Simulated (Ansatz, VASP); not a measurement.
# One calculation of Pb, two programs

The input INCAR:

```
PREC = Accurate
ENCUT = 500
EDIFF = 1E-7
ISMEAR = 1
SIGMA = 0.1
LREAL = False
LASPH = True
NELM = 120
ALGO = Normal
ISIF = 3
LWAVE = False
LCHARG = False
GGA = PS
IBRION = 2
NSW = 80
EDIFFG = -0.01
GGA_COMPAT = False
NELMIN = 4
```

KPOINTS

```
regular mesh
0
Gamma
  8 8 8
```

POSCAR

```
Pb
1.0
    3.5002070000      0.0000000000      0.0000000000
    1.7501035000      3.0312681805      0.0000000000
    1.7501035000      1.0104227268      2.8579070480
Pb
1
Direct
    0.0000000000      0.0000000000      0.0000000000
```

Input for Ansatz:

```yaml
crystal:
  lattice:
    - [3.500207, 0.0, 0.0]
    - [1.7501035000000005, 3.0312681805041186, 0.0]
    - [1.7501035000000005, 1.0104227268347064, 2.857907048039293]
  atoms:
    - { symbol: Pb, position: [0.0, 0.0, 0.0] }
kpoints:
  mp_grid:
    grid: [8, 8, 8]
hamiltonian:
  xc: pbesol
  dispersion: none
scf:
  occupations:
    method: methfessel_paxton
    width: 0.1
relax:
  cell: {}
```

Alike in both runs: task relaxation of cell and atoms; functional PBEsol; k mesh 8 × 8 × 8; occupations methfessel-paxton of order 1, width 0.1 eV; no spin polarisation.

```csv
,VASP,Ansatz
version,VASP 6.6.1,Ansatz 0.2.0
potentials or method,"VASP PAW PBE potentials, release 64 (Pb_d)","plane waves, PAW"
plane-wave cutoff (eV),500,420
valence electrons in the cell,14,14
```

```tsv
	VASP	Ansatz	Ansatz less VASP
relaxed volume (Å³/atom)	30.12	30.15	+0.027
relaxed cell length with the largest relative difference (Å)	3.493	3.494	+0.0010
```

VASP's potentials were made for PBE, not for PBEsol.

Neither program's run includes spin-orbit coupling.
